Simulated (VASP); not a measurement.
# Cd3Si4P8 (a cell with a defect) in VASP: relaxation of the atoms with PBE

Aim: the relaxation of the atoms of Cd3Si4P8 (a cell with a defect) with PBE.

All numbers are computed with VASP 6.6.1; they aren't measurements. Logs are shortened: lines on timing, memory, paths and dates and some standing lists are left out, and cuts for length are marked.

## Step 1: The cell of the first run

The cell holds a defect, 15 atoms: a = 6.661 Å, b = 6.661 Å, c = 8.096 Å, α = 90.00°, β = 90.00°, γ = 105.15°.

## Step 2: Relaxation of the atoms, PBE

INCAR

```
SYSTEM = Cd3Si4P8
PREC     = Accurate       ! precision mode
ENCUT    = 520            ! plane-wave cutoff, eV
EDIFF    = 1E-6           ! SCF threshold, eV
ISMEAR   = 0              ! smearing method
SIGMA    = 0.05           ! smearing width, eV
LREAL    = Auto         
LASPH    = .True.         ! aspherical terms in the spheres
NELM     = 100            ! most SCF steps
ALGO     = Normal         ! electronic algorithm
ISIF     = 2              ! what is computed and relaxed
LWAVE    = .False.        ! write WAVECAR
LCHARG   = .False.        ! write CHGCAR
GGA      = PE             ! functional
IBRION   = 2              ! ionic algorithm
NSW      = 70             ! ionic steps
EDIFFG   = -0.02          ! ionic threshold
```

KPOINTS

```
regular mesh
0
Gamma
  4 4 4
  0 0 0
```

POSCAR

```
Cd3Si4P8
1.0
    2.8622470520     -2.8622470520      5.2898076000
    2.8622470520     -2.8622470520     -5.2898076000
    5.7244941039      5.7244941039      0.0000000000
Cd Si P
3 4 8
Direct
    0.5000000000      0.0000000000      0.7500000000
    0.5000000000      0.5000000000      0.5000000000
    0.0000000000      0.0000000000      0.0000000000
    0.0000000000      0.0000000000      0.5000000000
    0.5000000000      0.5000000000      0.0000000000
    0.5000000000      1.0000000000      0.2500000000
    0.0000000000      0.5000000000      0.7500000000
    0.6021980861      0.3521980861      0.2271980861
    0.1021980861      0.8521980861      0.7271980861
    0.6021980861      0.8521980861      0.0228019139
    0.1021980861      0.3521980861      0.5228019139
    0.1478019139      0.8978019139      0.2728019139
    0.6478019139      0.3978019139      0.7728019139
    0.6478019139      0.8978019139      0.4771980861
    0.1478019139      0.3978019139      0.9771980861
```

Potentials or basis: VASP PAW PBE potentials, release 64 (Cd, Si, P).

Started as:

```
$ cat potpaw_PBE.64/Cd/POTCAR potpaw_PBE.64/Si/POTCAR potpaw_PBE.64/P/POTCAR > POTCAR
$ mpirun -np 1 vasp_std > vasp.out
```

OUTCAR:

```text
SYSTEM = Cd3Si4P8
   PREC = Accurate
   ENCUT = 520
   EDIFF = 1E-6
   ISMEAR = 0
   LREAL = Auto
   LASPH = .True.
   NELM = 100
   ISIF = 2
   GGA = PE
   IBRION = 2
   NSW = 70
   EDIFFG = -0.02

 ion  position               nearest neighbor table
   1  0.500  0.000  0.750-  10 2.58  14 2.58  13 2.58   9 2.58
   2  0.500  0.500  0.500-   8 2.58  13 2.58  11 2.58  14 2.58
   3  0.000  0.000  0.000-   9 2.58  12 2.58  10 2.58  15 2.58
   4  0.000  0.000  0.500-   9 2.27  12 2.27  11 2.27  14 2.27
   5  0.500  0.500  0.000-   8 2.27  13 2.27  10 2.27  15 2.27
   6  0.500  0.000  0.250-  10 2.27  14 2.27  12 2.27   8 2.27
   7  0.000  0.500  0.750-  11 2.27  15 2.27  13 2.27   9 2.27
   8  0.602  0.352  0.227-   5 2.27   6 2.27   2 2.58
   9  0.102  0.852  0.727-   4 2.27   7 2.27   3 2.58   1 2.58
  10  0.602  0.852  0.023-   6 2.27   5 2.27   1 2.58   3 2.58
  11  0.102  0.352  0.523-   7 2.27   4 2.27   2 2.58
  12  0.148  0.898  0.273-   4 2.27   6 2.27   3 2.58
  13  0.648  0.398  0.773-   5 2.27   7 2.27   2 2.58   1 2.58
  14  0.648  0.898  0.477-   6 2.27   4 2.27   1 2.58   2 2.58
  15  0.148  0.398  0.977-   7 2.27   5 2.27   3 2.58

  LATTYP: Found a base centered orthorhombic cell.
 ALAT       =     8.0956571996
 B/A-ratio  =     1.3068259857
 C/A-ratio  =     1.0000000000

  Lattice vectors:

 A1 = (   2.8622470520,  -2.8622470520,   5.2898076000)
 A2 = (   2.8622470520,  -2.8622470520,  -5.2898076000)
 A3 = (   5.7244941039,   5.7244941039,   0.0000000000)

Analysis of symmetry for initial positions (statically):
=====================================================================
 Subroutine PRICEL returns:
 Original cell was already a primitive cell.

 Routine SETGRP: Setting up the symmetry group for a
 base centered orthorhombic supercell.

 Subroutine GETGRP returns: Found  2 space group operations
 (whereof  1 operations were pure point group operations)
 out of a pool of  8 trial point group operations.

The static configuration has the point symmetry C_1 .
 The point group associated with its full space group is C_2 .

Analysis of symmetry for dynamics (positions and initial velocities):
=====================================================================
 Subroutine PRICEL returns:
 Original cell was already a primitive cell.

 Routine SETGRP: Setting up the symmetry group for a
 base centered orthorhombic supercell.

 Subroutine GETGRP returns: Found  2 space group operations
 (whereof  1 operations were pure point group operations)
 out of a pool of  8 trial point group operations.

The dynamic configuration has the point symmetry C_1 .
 The point group associated with its full space group is C_2 .

 Subroutine INISYM returns: Found  2 space group operations
 (whereof  1 operations are pure point group operations),
 and found     1 'primitive' translations

----------------------------------------------------------------------------------------

                                     Primitive cell

  volume of cell :     346.6922

  direct lattice vectors                    reciprocal lattice vectors
     2.862247052 -2.862247052  5.289807600     0.087343963 -0.087343963  0.094521396
     2.862247052 -2.862247052 -5.289807600     0.087343963 -0.087343963 -0.094521396
     5.724494104  5.724494104  0.000000000     0.087343963  0.087343963  0.000000000

  length of vectors
     6.660854361  6.660854361  8.095657199     0.155538516  0.155538516  0.123523017

  position of ions in fractional coordinates (direct lattice)
     0.500000000  0.000000000  0.750000000
     0.500000000  0.500000000  0.500000000
     0.000000000  0.000000000  0.000000000
     0.000000000  0.000000000  0.500000000
     0.500000000  0.500000000  0.000000000
     0.500000000  0.000000000  0.250000000
     0.000000000  0.500000000  0.750000000
     0.602198086  0.352198086  0.227198086
     0.102198086  0.852198086  0.727198086
     0.602198086  0.852198086  0.022801914
     0.102198086  0.352198086  0.522801914
     0.147801914  0.897801914  0.272801914
     0.647801914  0.397801914  0.772801914
     0.647801914  0.897801914  0.477198086
     0.147801914  0.397801914  0.977198086

  ion indices of the primitive-cell ions
   primitive index   ion index
                 1           1
                 2           2
                 3           3
                 4           4
                 5           5
                 6           6
                 7           7
                 8           8
                 9           9
                10          10
                11          11
                12          12
                13          13
                14          14
                15          15

----------------------------------------------------------------------------------------

 KPOINTS: regular mesh

Automatic generation of k-mesh.
 Grid dimensions read from file:
 generate k-points for:    4    4    4

 Generating k-lattice:

  Cartesian coordinates                     Fractional coordinates (reciprocal lattice)
     0.021835991 -0.021835991  0.023630349     0.250000000  0.000000000  0.000000000
     0.021835991 -0.021835991 -0.023630349     0.000000000  0.250000000  0.000000000
     0.021835991  0.021835991  0.000000000     0.000000000  0.000000000  0.250000000

  Length of vectors
     0.038884629  0.038884629  0.030880754

  Shift w.r.t. Gamma in fractional coordinates (k-lattice)
     0.000000000  0.000000000  0.000000000

 Subroutine IBZKPT returns following result:
 ===========================================

 Found     24 irreducible k-points:

 Following reciprocal coordinates:
            Coordinates               Weight
  0.000000  0.000000  0.000000      1.000000
  0.250000  0.000000  0.000000      4.000000
  0.500000  0.000000  0.000000      2.000000
  0.250000  0.250000  0.000000      2.000000
  0.500000  0.250000  0.000000      4.000000
 -0.250000  0.250000  0.000000      2.000000
[... 16 lines left out ...]
 -0.250000  0.250000  0.500000      2.000000
  0.500000  0.500000  0.500000      1.000000
   k-points           NKPTS =     24   k-points in BZ     NKDIM =     24   number of bands    NBANDS=     55
   number of dos      NEDOS =    301   number of ions     NIONS =     15
   total plane-waves  NPLWV = 150000
   dimension x,y,z NGX =    50 NGY =   50 NGZ =   60
   dimension x,y,z NGXF=   100 NGYF=  100 NGZF=  120
   ions per type =               3   4   8
   NGX,Y,Z   is equivalent  to a cutoff of  12.48, 12.48, 12.32 a.u.
   NGXF,Y,Z  is equivalent  to a cutoff of  24.96, 24.96, 24.64 a.u.
 SYSTEM =  Cd3Si4P8
   PREC   = accura    normal or accurate (medium, high low for compatibility)
   ISTART =      0    job   : 0-new  1-cont  2-samecut
   ICHARG =      2    charge: 1-file 2-atom 10-const
   ISPIN  =      1    spin polarized calculation?
   LNONCOLLINEAR =      F non collinear calculations
   LSORBIT =      F    spin-orbit coupling
   LASPH  =      T    aspherical Exc in radial PAW
   ENCUT  =  520.0 eV  38.22 Ry    6.18 a.u.  12.38 12.38 15.05*2*pi/ulx,y,z
   NELM   =    100;   NELMIN=  2; NELMDL= -5     # of ELM steps
   EDIFF  = 0.1E-05   stopping-criterion for ELM
   LREAL  =      T    real-space projection
   EDIFFG = -.2E-01   stopping-criterion for IOM
   NSW    =     70    number of steps for IOM
   IBRION =      2    ionic relax: 0-MD 1-quasi-New 2-CG
   NFREE  =      1    steps in history (QN), initial steepest desc. (CG)
   ISIF   =      2    stress and relaxation
   ISYM   =      2    0-nonsym 1-usesym 2-fastsym
   POTIM  = 0.5000    time-step for ionic-motion
   TEBEG  =    0.0;   TEEND  =   0.0 temperature during run
   PSTRESS=    0.0 pullay stress
   NELECT =      92.0000    total number of electrons
   NUPDOWN=      -1.0000    fix difference up-down
   EMIN   =  10.00;   EMAX   =-10.00  energy-range for DOS
   EFERMI =   0.00;   METHOD = LEGACY
   ISMEAR =     0;   SIGMA  =   0.05  broadening in eV -4-tet -1-fermi 0-gaus
   EFERMI_NEDOS =   21; number of points for ismear=-14 and -15
   IALGO  =     38    algorithm
   IMIX   =      4    mixing-type and parameters
     AMIX     =   0.40;   BMIX     =  1.00
     AMIX_MAG =   1.60;   BMIX_MAG =  1.00
  volume/ion in A,a.u.               =      23.11       155.97
  Fermi-wavevector in a.u.,A,eV,Ry     =   1.052017  1.988024 15.058108  1.106740
  Thomas-Fermi vector in A             =   2.187083
   LORBIT       =      0    0 simple, 1 ext, 2 COOP (PROOUT), +10 PAW based schemes
   GGA     = PE    functional components
   LHFCALC =     F    Hartree Fock is set to
   AEXX    =    0.0000 exact exchange contribution
   IVDW    =     0    specifies the selected vdW correction
   LEPSILON=     F    determine dielectric tensor
   LRPA    =     F    only Hartree local field effects (RPA)
 conjugate gradient relaxation of ions
 non-spin polarized calculation
 Gauss-broadening in eV      SIGMA  =   0.05
  energy-cutoff  :      520.00
  volume of cell :      346.69
 maximum number of plane-waves:      9366
 NGX is ok and might be reduce to    50
   NGX = 25   NGY = 25   NGZ = 31

--------------------------------------- Ionic step        1  -------------------------------------------

 number of electron      91.9999970 magnetization

 Free energy of the ion-electron system (eV)
  ---------------------------------------------------
  ext. energy  EPLUGINS =         0.00000000
  ---------------------------------------------------
  free energy    TOTEN  =       -67.52567733 eV

  energy without entropy =      -67.51329411  energy(sigma->0) =      -67.51948572

------------------------ aborting loop because EDIFF is reached ----------------------------------------

  FORCE on cell =-STRESS in cart. coord.  units (eV):
  Direction    XX          YY          ZZ          XY          YZ          ZX
  --------------------------------------------------------------------------------------
  -------------------------------------------------------------------------------------
  Total       -1.7427274     -1.8239123     -2.6991212      0.0311772      0.0000000      0.0000000
  in kB       -8.0537090     -8.4288911    -12.4735155      0.1440799      0.0000000      0.0000000
  external PRESSURE =      -9.6520386 kB  Pullay stress =       0.0000000 kB
[... 128 lines left out ...]
  FREE ENERGIE OF THE ION-ELECTRON SYSTEM (eV)
  ---------------------------------------------------
  free  energy   TOTEN  =       -67.5574389205 eV

  energy  without entropy=      -67.5476811545  energy(sigma->0) =      -67.55256004

[... ionic steps 4 to 15 ...]

--------------------------------------- Ionic step       16  -------------------------------------------

 number of electron      92.0000001 magnetization

------------------------ aborting loop because EDIFF is reached ----------------------------------------

  FORCE on cell =-STRESS in cart. coord.  units (eV):
  Direction    XX          YY          ZZ          XY          YZ          ZX
  --------------------------------------------------------------------------------------
  -------------------------------------------------------------------------------------
  Total       -3.4377206     -4.4196347     -5.2672932     -0.0254792      0.0000000      0.0000000
  in kB      -15.8868233    -20.4245669    -24.3418721     -0.1177476      0.0000000      0.0000000
  external PRESSURE =     -20.2177541 kB  Pullay stress =       0.0000000 kB
[... 83 lines left out ...]
  energy  without entropy=      -67.6097389343  energy(sigma->0) =      -67.61482263

--------------------------------------- Ionic step       18  -------------------------------------------

 number of electron      92.0000002 magnetization

 Free energy of the ion-electron system (eV)
  ---------------------------------------------------
  ext. energy  EPLUGINS =         0.00000000
  ---------------------------------------------------
  free energy    TOTEN  =       -67.62006397 eV

  energy without entropy =      -67.61003199  energy(sigma->0) =      -67.61504798

 E-fermi :   3.1908     XC(G=0):  -9.1497

 val. band max:        3.1874757677   @ k =   0.5000   0.0000   0.0000
 cond. band min:       3.2015266168   @ k =  -0.2500   0.2500   0.5000
 fundamental gap:      0.0140508491
 Fermi energy:         3.1907788244

 k-point     1 :       0.0000    0.0000    0.0000
  band No.  band energies     occupation
      1      -9.0246      2.00000
      2      -8.0118      2.00000
      3      -8.0013      2.00000
      4      -6.8042      2.00000
      5      -6.7124      2.00000
      6      -6.5614      2.00000
[... 1423 lines left out ...]
  FREE ENERGIE OF THE ION-ELECTRON SYSTEM (eV)
  ---------------------------------------------------
  free  energy   TOTEN  =       -67.6200639701 eV

  energy  without entropy=      -67.6100319915  energy(sigma->0) =      -67.61504798

 reached required accuracy - stopping structural energy minimisation
```

It took 82 min on 1 thread of Intel Xeon Platinum 8488C (Sapphire Rapids), shared host; peak memory 0.56 GiB.

Results:

| Quantity | Value |
| --- | --- |
| Free energy | -67.6201 eV |
| Energy gained by relaxing | 6.3 meV/atom |
| Ionic steps | 18 |
| Pressure after relaxing | -2.0 GPa |
| Largest force after relaxing | 0.013 eV/Å |
| Band gap on the k mesh | zero (band 46 reaches 3.37 eV, above the bottom of band 47 at 3.05 eV) |

Forces on the atoms (eV/Å):
```
Cd   0.000  0.000 -0.006
Cd  -0.001 -0.008 -0.002
Cd   0.001  0.008 -0.002
Si   0.000 -0.004 -0.012
Si   0.000  0.004 -0.012
Si   0.000  0.000  0.003
Si   0.000  0.000  0.000
P    0.006  0.002 -0.002
P    0.008 -0.001  0.011
P   -0.008 -0.007 -0.003
P    0.004  0.004  0.009
P   -0.006 -0.002 -0.002
P   -0.008  0.001  0.011
P    0.008  0.007 -0.003
P   -0.004 -0.004  0.009
```

Stress tensor (GPa, compression positive):
```
-1.56  0.01  0.00
 0.01 -2.02  0.00
 0.00  0.00 -2.40
```

The path:
| step | energy change (eV) | largest force (eV/Å) | pressure (GPa) |
| --- | --- | --- | --- |
| 1 | 0.0000 | 0.3570 | -0.97 |
| 2 | -0.0209 | 0.2465 | -1.04 |
| 3 | -0.0318 | 0.2697 | -1.14 |
| 4 | -0.0482 | 0.2239 | -1.28 |
| 5 | -0.0725 | 0.2585 | -1.68 |
| 6 | -0.0866 | 0.0747 | -1.84 |
| 7 | -0.0882 | 0.0668 | -1.91 |
| 8 | -0.0901 | 0.0457 | -1.95 |
| 9 | -0.0906 | 0.0562 | -1.98 |
| 10 | -0.0919 | 0.0442 | -2.02 |
| 11 | -0.0921 | 0.0482 | -2.04 |
| 12 | -0.0929 | 0.0288 | -2.05 |
| 13 | -0.0934 | 0.0389 | -2.06 |
| 14 | -0.0939 | 0.0269 | -2.05 |
| 15 | -0.0939 | 0.0255 | -2.05 |
| 16 | -0.0942 | 0.0206 | -2.02 |
| 17 | -0.0942 | 0.0216 | -2.01 |
| 18 | -0.0944 | 0.0135 | -1.99 |

Final structure:
```
Cd Si P
1.0
     2.86225   -2.86225    5.28981
     2.86225   -2.86225   -5.28981
     5.72449    5.72449    0.00000
Cd Si P
3 4 8
Direct
  0.50252 0.99748 0.75000
  0.49905 0.49776 0.48788
  0.00224 0.00095 0.01212
  0.00651 0.00756 0.49802
  0.49244 0.49349 0.00198
  0.50320 0.99680 0.25000
  0.99702 0.50298 0.75000
  0.61724 0.34716 0.22253
  0.10181 0.85966 0.73133
  0.60292 0.84629 0.02310
  0.09571 0.36755 0.51305
  0.15284 0.88276 0.27747
  0.64034 0.39819 0.76867
  0.65371 0.89708 0.47690
  0.13245 0.40429 0.98695
```

Levels at points of the mesh, in eV from the Fermi level:
```csv
k point,band 42,band 43,band 44,band 45,band 46,band 47,band 48,band 49,band 50,band 51
"(0.00, 0.00, 0.00)",-0.41,-0.19,-0.12,0.08,0.18,0.21,1.85,2.04,2.07,2.20
"(0.50, 0.00, 0.00)",-0.85,-0.75,-0.27,-0.14,0.00,0.11,2.41,2.49,2.55,2.58
"(0.50, 0.50, 0.00)",-0.61,-0.56,-0.39,-0.19,-0.14,0.10,2.04,2.17,2.31,2.32
"(0.00, 0.00, 0.50)",-0.96,-0.70,-0.62,-0.43,-0.18,0.11,2.37,2.59,2.76,3.04
"(0.50, 0.00, 0.50)",-1.11,-0.87,-0.56,-0.50,-0.26,0.07,2.69,2.75,2.95,3.01
"(0.50, 0.50, 0.50)",-0.83,-0.74,-0.54,-0.53,-0.18,-0.14,2.43,2.46,2.51,2.56
```
